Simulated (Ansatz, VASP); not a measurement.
## K2NaBCl6: VASP beside Ansatz

```
K Na B Cl
1.0
     5.59451    0.00000    0.00000
     0.08887    5.59450    0.00000
     0.84596    0.82319    8.95701
K Na B Cl
2 1 1 6
Direct
  0.57306 0.53977 0.28880
  0.45864 0.43139 0.71682
  0.02469 0.97995 0.49973
  0.07762 0.91844 0.99916
  0.40364 0.96745 0.00285
  0.52026 0.97329 0.51564
  0.02041 0.59397 0.99557
  0.03388 0.48475 0.48369
  0.91331 0.02584 0.17102
  0.97448 0.08516 0.82671
```

Alike in both runs: task single point; functional PBEsol; k mesh 4 × 4 × 4; occupations gaussian, width 0.02 eV; no spin polarisation.

|  | VASP | Ansatz |
| --- | --- | --- |
| version | VASP 6.6.1 | Ansatz 0.2.0 |
| potentials or method | VASP PAW PBE potentials, release 64 (K_sv, Na_pv, B, Cl), cutoff 520 eV | scalar-relativistic, plane waves, PAW |
| valence electrons in the cell | 70 | 72 |

VASP gave:

```
gap on the k mesh at the Fermi level (eV)                     : 4.75
least direct gap on the mesh (eV)                             : 4.84
pressure (GPa)                                                : -1.2
traceless stress, the component that is largest in VASP (GPa) : 0.06
rms of the force components (eV/Å)                            : 0.064
```

Problem. What did Ansatz give for the same quantities?

Solution. gap on the k mesh at the Fermi level (eV): 4.75; least direct gap on the mesh (eV): 4.84; pressure (GPa): -1.1; traceless stress, the component that is largest in VASP (GPa): 0.07; rms of the force components (eV/Å): 0.053.

VASP's potentials were made for PBE, not for PBEsol. Atom by atom the forces differ by 0.011 eV/Å (rms over components). VASP's potentials hold 70 valence electrons a cell and Ansatz's 72, so a difference there can come from the potentials and not from the codes.
